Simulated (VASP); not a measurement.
# CdS (F-43m) in VASP: a series of runs, part 2 of 2

VASP 6.6.1. The steps go on from the part before.

## 3. Vibrations by perturbation theory, PBEsol

This run uses another cell than the first one, of 21.85 Å³/atom.

Contents of INCAR:

```
ALGO = Normal
EDIFF = 1E-8
ENCUT = 520
GGA = PS
IBRION = 8
ISIF = 2
ISMEAR = 0
LASPH = T
LCHARG = F
LREAL = F
LWAVE = F
NBANDS = 16
NELM = 80
NSW = 1
PREC = Accurate
SIGMA = 0.01
```

Contents of KPOINTS:

```
k-points
0
Gamma
  8 8 8
```

Contents of POSCAR:

```
CdS
1.0
    2.7956333532      2.7956333532      0.0000000000
   -2.7956333532      2.7956333532      0.0000000000
    0.0000000000      2.7956333532      2.7956333532
Cd S
1 1
Direct
    0.0000000000      0.0000000000      0.0000000000
    0.7500000000      0.2500000000      0.5000000000
```

Potentials or basis: VASP PAW PBE potentials, release 64 (Cd, S).

The run is started by

```bash
cat potpaw_PBE.64/Cd/POTCAR potpaw_PBE.64/S/POTCAR > POTCAR
mpirun -np 1 vasp_std > vasp.out
```

OUTCAR:

```text
EDIFF = 1E-8
   ENCUT = 520
   GGA = PS
   IBRION = 8
   ISIF = 2
   ISMEAR = 0
   LASPH = T
   LREAL = F
   NELM = 80
   NSW = 1
   PREC = Accurate

 ion  position               nearest neighbor table
   1  0.000  0.000  0.000-   2 2.42   2 2.42   2 2.42   2 2.42
   2  0.750  0.250  0.500-   1 2.42   1 2.42   1 2.42   1 2.42

  LATTYP: Found a face centered cubic cell.
 ALAT       =     5.5912667064

  Lattice vectors:

 A1 = (   0.0000000000,   2.7956333532,   2.7956333532)
 A2 = (   2.7956333532,   0.0000000000,   2.7956333532)
 A3 = (   2.7956333532,   2.7956333532,   0.0000000000)

Analysis of symmetry for initial positions (statically):
=====================================================================
 Subroutine PRICEL returns:
 Original cell was already a primitive cell.

 Routine SETGRP: Setting up the symmetry group for a
 face centered cubic supercell.

 Subroutine GETGRP returns: Found 24 space group operations
 (whereof 24 operations were pure point group operations)
 out of a pool of 48 trial point group operations.

The static configuration has the point symmetry T_d .

Analysis of symmetry for dynamics (positions and initial velocities):
=====================================================================
 Subroutine PRICEL returns:
 Original cell was already a primitive cell.

 Routine SETGRP: Setting up the symmetry group for a
 face centered cubic supercell.

 Subroutine GETGRP returns: Found 24 space group operations
 (whereof 24 operations were pure point group operations)
 out of a pool of 48 trial point group operations.

The dynamic configuration has the point symmetry T_d .

[... 638 lines left out ...]
    total drift:                               -0.000000      0.000000     -0.000000

  FREE ENERGIE OF THE ION-ELECTRON SYSTEM (eV)
  ---------------------------------------------------
  free  energy   TOTEN  =        -6.6352997904 eV

  energy  without entropy=       -6.6352997904  energy(sigma->0) =       -6.63529979

[... ionic steps 2 to 3 ...]

--------------------------------------- Ionic step        4  -------------------------------------------

------------------------ aborting loop because EDIFF is reached ----------------------------------------

[... ionic steps 5 to 6 ...]

--------------------------------------- Ionic step        7  -------------------------------------------

 Free energy of the ion-electron system (eV)
  ---------------------------------------------------
  ---------------------------------------------------
  free energy    TOTEN  =        -0.10689049 eV

  energy without entropy =       -0.10689049

------------------------ aborting loop because EDIFF is reached ----------------------------------------

 INTERNAL STRAIN TENSOR  FOR ION    2  DIRECTION 1   (eV/Angst):
 -----------------------------------------------------------------------------
     0.01603  0.00000  0.00000
    -0.00000 -0.01960 12.17962
     0.00000 12.17962 -0.01960

 INTERNAL STRAIN TENSOR FOR ION    2 for displacements in x,y,z  (eV/Angst):
          X           Y           Z          XY          YZ          ZX
  --------------------------------------------------------------------------------
  x     0.00000    -0.00000    -0.00000    -0.00000    12.17962     0.00000
  y     0.00000     0.00000     0.00000     0.00000    -0.00000    12.17962
  z    -0.00000    -0.00000     0.00000    12.17962     0.00000    -0.00000

 SECOND DERIVATIVES (NOT SYMMETRIZED)
 ------------------------------------
               1X          1Y          1Z          2X          2Y          2Z
  1X    -7.807886   -0.000000    0.000000    7.807886    0.000000   -0.000000
  1Y     0.000000   -7.807886   -0.000000   -0.000000    7.807886    0.000000
  1Z     0.000000   -0.000000   -7.807886   -0.000000    0.000000    7.807886
  2X     7.829150    0.000000    0.000000   -7.829150    0.000000    0.000000
  2Y     0.000000    7.829150    0.000000    0.000000   -7.829150    0.000000
  2Z     0.000000    0.000000    7.829150    0.000000    0.000000   -7.829150

 Eigenvectors and eigenvalues of the dynamical matrix
 ----------------------------------------------------

   1 f  =    8.754871 THz    55.008474 2PiTHz  292.031049 cm-1    36.207219 meV
             X         Y         Z           dx          dy          dz
      0.000000  0.000000  0.000000    -0.470613   -0.000000   -0.000000
      1.397817  4.193450  1.397817     0.882340   -0.000000    0.000000
[... 21 lines left out ...]
   6 f/i=    0.004944 THz     0.031061 2PiTHz    0.164899 cm-1     0.020445 meV
             X         Y         Z           dx          dy          dz
      0.000000  0.000000  0.000000    -0.882340   -0.000000   -0.000000
      1.397817  4.193450  1.397817    -0.470613   -0.000000    0.000000

--------------------------------------------------------------------------------------------------------

 ELASTIC MODULI CONTR FROM IONIC RELAXATION (kBar)
 Direction    XX          YY          ZZ          XY          YZ          ZX
 --------------------------------------------------------------------------------
 XX          -0.0000     -0.0000     -0.0000      0.0000     -0.0000     -0.0000
 YY          -0.0000     -0.0000     -0.0000      0.0000      0.0000      0.0000
 ZZ          -0.0000     -0.0000     -0.0000      0.0000      0.0000     -0.0000
 XY           0.0000      0.0000      0.0000   -700.3598     -0.0000      0.0000
 YZ          -0.0000      0.0000      0.0000     -0.0000   -700.3598     -0.0000
 ZX          -0.0000      0.0000     -0.0000      0.0000     -0.0000   -700.3598
 --------------------------------------------------------------------------------
```

OSZICAR:

```text
N       E                     dE             d eps       ncg     rms          rms(c)
DAV:   1     0.111231581041E+03    0.11123E+03   -0.92445E+03   944   0.106E+03
DAV:   2    -0.322262091107E+01   -0.11445E+03   -0.10865E+03  1176   0.263E+02
[... 44 lines left out ...]
RMM:   7    -0.106891968671E+00   -0.68072E-05    0.52489E-08  5083   0.135E-03    0.450E-04
RMM:   8    -0.106890663413E+00    0.13053E-05    0.23696E-09  5301   0.206E-04    0.239E-04
RMM:   9    -0.106890377924E+00    0.28549E-06   -0.52472E-09  5138   0.142E-04    0.171E-05
RMM:  10    -0.106890526777E+00   -0.14885E-06   -0.15086E-09  5270   0.263E-05    0.240E-05
RMM:  11    -0.106890484458E+00    0.42319E-07   -0.19311E-09  5031   0.120E-05    0.628E-06
RMM:  12    -0.106890490320E+00   -0.58614E-08   -0.10983E-08  4390   0.199E-06    0.236E-06
 Linear response finished
```

Run time: 2.5 min. Hardware: 1 thread of Intel Xeon 6975P-C (Granite Rapids), shared host; peak memory 0.31 GiB.

What came out:

- Highest phonon frequency at Γ, LO-TO splitting left out: 292 cm⁻¹

Phonon frequencies in cm⁻¹ (negative: imaginary):
```tsv
q point	frequencies
(0.000, 0.000, 0.000)	0 0 0 292 292 292
```

Caveat: the cell stands under pressure or tension, which shifts response properties; the PAW data sets were made with another functional, which shifts forces and pressure a little.

## 4. Vibrations by perturbation theory, PBEsol

This run uses another cell than the first one, of 22.52 Å³/atom.

Contents of INCAR:

```
PREC = Accurate
ENCUT = 520
EDIFF = 1E-8
ISMEAR = 0
SIGMA = 0.01
LREAL = F
LASPH = T
NELM = 60
ALGO = Normal
ISIF = 2
LWAVE = F
LCHARG = F
GGA = PS
IBRION = 8
NSW = 1
```

Contents of KPOINTS:

```
Automatic mesh
0
Gamma
  8 8 8
```

Contents of POSCAR:

```
CdS
1.0
    2.8241375675      2.8241375675      0.0000000000
   -2.8241375675      2.8241375675      0.0000000000
    0.0000000000      2.8241375675      2.8241375675
Cd S
1 1
Direct
    0.0000000000      0.0000000000      0.0000000000
    0.7500000000      0.2500000000      0.5000000000
```

Potentials or basis: VASP PAW PBE potentials, release 64 (Cd, S).

The run is started by

```bash
cat potpaw_PBE.64/Cd/POTCAR potpaw_PBE.64/S/POTCAR > POTCAR
mpirun -np 1 vasp_std > vasp.out
```

OUTCAR:

```text
PREC = Accurate
   ENCUT = 520
   EDIFF = 1E-8
   ISMEAR = 0
   LREAL = F
   LASPH = T
   NELM = 60
   ISIF = 2
   GGA = PS
   IBRION = 8
   NSW = 1

 ion  position               nearest neighbor table
   1  0.000  0.000  0.000-   2 2.45   2 2.45   2 2.45   2 2.45
   2  0.750  0.250  0.500-   1 2.45   1 2.45   1 2.45   1 2.45

  LATTYP: Found a face centered cubic cell.
 ALAT       =     5.6482751350

  Lattice vectors:

 A1 = (   0.0000000000,   2.8241375675,   2.8241375675)
 A2 = (   2.8241375675,   0.0000000000,   2.8241375675)
 A3 = (   2.8241375675,   2.8241375675,   0.0000000000)

Analysis of symmetry for initial positions (statically):
=====================================================================
 Subroutine PRICEL returns:
 Original cell was already a primitive cell.

 Routine SETGRP: Setting up the symmetry group for a
 face centered cubic supercell.

 Subroutine GETGRP returns: Found 24 space group operations
 (whereof 24 operations were pure point group operations)
 out of a pool of 48 trial point group operations.

The static configuration has the point symmetry T_d .

Analysis of symmetry for dynamics (positions and initial velocities):
=====================================================================
 Subroutine PRICEL returns:
 Original cell was already a primitive cell.

 Routine SETGRP: Setting up the symmetry group for a
 face centered cubic supercell.

 Subroutine GETGRP returns: Found 24 space group operations
 (whereof 24 operations were pure point group operations)
 out of a pool of 48 trial point group operations.

The dynamic configuration has the point symmetry T_d .

 Subroutine INISYM returns: Found 24 space group operations
 (whereof 24 operations are pure point group operations),
 and found     1 'primitive' translations

----------------------------------------------------------------------------------------

                                     Primitive cell

  volume of cell :      45.0492

  direct lattice vectors                    reciprocal lattice vectors
     2.824137567  2.824137567  0.000000000     0.177045200  0.177045200 -0.177045200
    -2.824137567  2.824137567  0.000000000    -0.177045200  0.177045200 -0.177045200
     0.000000000  2.824137567  2.824137567     0.000000000  0.000000000  0.354090400

  length of vectors
     3.993933650  3.993933650  3.993933650     0.306651281  0.306651281  0.354090400

  position of ions in fractional coordinates (direct lattice)
     0.000000000  0.000000000  0.000000000
     0.750000000  0.250000000  0.500000000

  ion indices of the primitive-cell ions
   primitive index   ion index
                 1           1
                 2           2

----------------------------------------------------------------------------------------

 KPOINTS: Automatic mesh
[... 495 lines left out ...]
  band No.  band energies     occupation
      1     -10.3180      2.00000
      2      -5.8486      2.00000
      3      -5.7932      2.00000
      4      -5.4631      2.00000
      5      -5.3864      2.00000
      6      -4.7972      2.00000
      7      -2.6601      2.00000
      8      -0.1988      2.00000
      9       0.6169      2.00000
     10       6.6383      0.00000
     11       7.7116      0.00000
     12       9.4075      0.00000
     13      10.5422      0.00000

 [... further k-points ...]

------------------------ aborting loop because EDIFF is reached ----------------------------------------

  FORCE on cell =-STRESS in cart. coord.  units (eV):
  Direction    XX          YY          ZZ          XY          YZ          ZX
  --------------------------------------------------------------------------------------
  -------------------------------------------------------------------------------------
  Total        2.1330416      2.1330416      2.1330416      0.0000000      0.0000000      0.0000000
  in kB       75.8616631     75.8616631     75.8616631      0.0000000      0.0000000      0.0000000
  external PRESSURE =      75.8616631 kB  Pullay stress =       0.0000000 kB

 VOLUME and BASIS-vectors are now :
 -----------------------------------------------------------------------------
  energy-cutoff  :      520.00
  volume of cell :       45.05
      direct lattice vectors                 reciprocal lattice vectors
     2.824137567  2.824137567  0.000000000     0.177045200  0.177045200 -0.177045200
    -2.824137567  2.824137567  0.000000000    -0.177045200  0.177045200 -0.177045200
     0.000000000  2.824137567  2.824137567     0.000000000  0.000000000  0.354090400

 POSITION                                       TOTAL-FORCE (eV/Angst)
 -----------------------------------------------------------------------------------
      0.00000      0.00000      0.00000        -0.000000     -0.000000     -0.000000
      1.41207      4.23621      1.41207         0.000000      0.000000      0.000000
 -----------------------------------------------------------------------------------
    total drift:                                0.000000      0.000000     -0.000000

  FREE ENERGIE OF THE ION-ELECTRON SYSTEM (eV)
  ---------------------------------------------------
  free  energy   TOTEN  =        -6.7120469232 eV

  energy  without entropy=       -6.7120469232  energy(sigma->0) =       -6.71204692

[... ionic steps 2 to 3 ...]

--------------------------------------- Ionic step        4  -------------------------------------------

------------------------ aborting loop because EDIFF is reached ----------------------------------------

[... ionic steps 5 to 6 ...]

--------------------------------------- Ionic step        7  -------------------------------------------

 Free energy of the ion-electron system (eV)
  ---------------------------------------------------
  ---------------------------------------------------
  free energy    TOTEN  =        -0.10689403 eV

  energy without entropy =       -0.10689403

------------------------ aborting loop because EDIFF is reached ----------------------------------------

 INTERNAL STRAIN TENSOR  FOR ION    2  DIRECTION 1   (eV/Angst):
 -----------------------------------------------------------------------------
     0.01695  0.00000  0.00000
    -0.00000 -0.01941 10.63808
     0.00000 10.63808 -0.01941

 INTERNAL STRAIN TENSOR FOR ION    2 for displacements in x,y,z  (eV/Angst):
          X           Y           Z          XY          YZ          ZX
  --------------------------------------------------------------------------------
  x     0.00000     0.00000     0.00000     0.00000    10.63808     0.00000
  y     0.00000    -0.00000     0.00000     0.00000    -0.00000    10.63808
  z     0.00000     0.00000     0.00000    10.63808     0.00000    -0.00000

 SECOND DERIVATIVES (NOT SYMMETRIZED)
 ------------------------------------
               1X          1Y          1Z          2X          2Y          2Z
  1X    -7.049567    0.000000    0.000000    7.049567    0.000000    0.000000
  1Y     0.000000   -7.049567    0.000000    0.000000    7.049567    0.000000
  1Z     0.000000    0.000000   -7.049567    0.000000    0.000000    7.049567
  2X     7.075461    0.000000   -0.000000   -7.075461   -0.000000    0.000000
  2Y    -0.000000    7.075461    0.000000    0.000000   -7.075461   -0.000000
  2Z    -0.000000    0.000000    7.075461    0.000000   -0.000000   -7.075461

 Eigenvectors and eigenvalues of the dynamical matrix
 ----------------------------------------------------

   1 f  =    8.321935 THz    52.288262 2PiTHz  277.589882 cm-1    34.416744 meV
             X         Y         Z           dx          dy          dz
      0.000000  0.000000  0.000000     0.000000   -0.000000   -0.470439
      1.412069  4.236206  1.412069    -0.000000   -0.000000    0.882432
[... 21 lines left out ...]
   6 f/i=    0.006333 THz     0.039793 2PiTHz    0.211254 cm-1     0.026192 meV
             X         Y         Z           dx          dy          dz
      0.000000  0.000000  0.000000     0.009205    0.600293   -0.646723
      1.412069  4.236206  1.412069     0.004908    0.320026   -0.344779

--------------------------------------------------------------------------------------------------------

 ELASTIC MODULI CONTR FROM IONIC RELAXATION (kBar)
 Direction    XX          YY          ZZ          XY          YZ          ZX
 --------------------------------------------------------------------------------
 XX          -0.0000      0.0000      0.0000      0.0000     -0.0000     -0.0000
 YY           0.0000     -0.0000      0.0000      0.0000      0.0000      0.0000
 ZZ           0.0000      0.0000     -0.0000     -0.0000      0.0000     -0.0000
 XY           0.0000      0.0000     -0.0000   -574.3053     -0.0000      0.0000
 YZ          -0.0000      0.0000      0.0000     -0.0000   -574.3053     -0.0000
 ZX          -0.0000      0.0000     -0.0000      0.0000     -0.0000   -574.3053
 --------------------------------------------------------------------------------
```

OSZICAR:

```text
N       E                     dE             d eps       ncg     rms          rms(c)
DAV:   1     0.112604084204E+03    0.11260E+03   -0.94029E+03   762   0.128E+03
DAV:   2    -0.252695719828E+01   -0.11513E+03   -0.11041E+03   869   0.302E+02
DAV:   3    -0.718216935742E+01   -0.46552E+01   -0.46440E+01   904   0.635E+01
[... 42 lines left out ...]
RMM:   9    -0.106893580674E+00    0.11575E-05    0.40777E-09  3961   0.224E-04    0.646E-05
RMM:  10    -0.106894050538E+00   -0.46986E-06   -0.50434E-09  3999   0.705E-05    0.313E-05
RMM:  11    -0.106894040185E+00    0.10353E-07   -0.76136E-09  4059   0.184E-05    0.544E-06
RMM:  12    -0.106894011859E+00    0.28327E-07   -0.12069E-08  3430   0.410E-06    0.322E-06
RMM:  13    -0.106894024359E+00   -0.12500E-07   -0.21592E-10  2538   0.200E-06    0.201E-07
RMM:  14    -0.106894026803E+00   -0.24449E-08    0.20520E-09  1823   0.137E-06    0.918E-08
 Linear response finished
```

stdout:

```text
POSCAR found type information on POSCAR CdS
 POSCAR found :  2 types and       2 ions
 scaLAPACK will be used
 -----------------------------------------------------------------------------
|                                                                             |
|                                                                             |
|     You enforced a specific xc type in the INCAR file but a different       |
|     I HOPE YOU KNOW WHAT YOU ARE DOING!                                     |
|                                                                             |
 -----------------------------------------------------------------------------

 LDA part: xc-table for (Slater+PW92), standard interpolation
 POSCAR, INCAR and KPOINTS ok, starting setup
 FFT: planning ... GRIDC
 FFT: planning ... GRID_SOFT
 FFT: planning ... GRID
 WAVECAR not read
 entering main loop
 Linear response reoptimize wavefunctions to high precision
 Linear response DOF=           2
 Linear response progress:
 first order change of Fermi-energy  -0.22555E+00
 force on displaced ion       1 direction 1 :  -7.050   0.000   0.000
 Linear response progress:
 first order change of Fermi-energy   0.22477E+00
 force on displaced ion       2 direction 1 :  -7.075   0.000  -0.000
 Linear response finished
```

Wall time 2.1 min (1 thread of Intel Xeon 6975P-C (Granite Rapids), shared host); peak memory 0.29 GiB.

Results:

* Highest phonon frequency at Γ, LO-TO splitting left out: 278 cm⁻¹

Phonon frequencies in cm⁻¹ (negative: imaginary):
```tsv
q point	frequencies
(0.000, 0.000, 0.000)	0 0 0 278 278 278
```

Caveat: the cell stands under pressure or tension, which shifts response properties; the PAW data sets were made with another functional, which shifts forces and pressure a little.
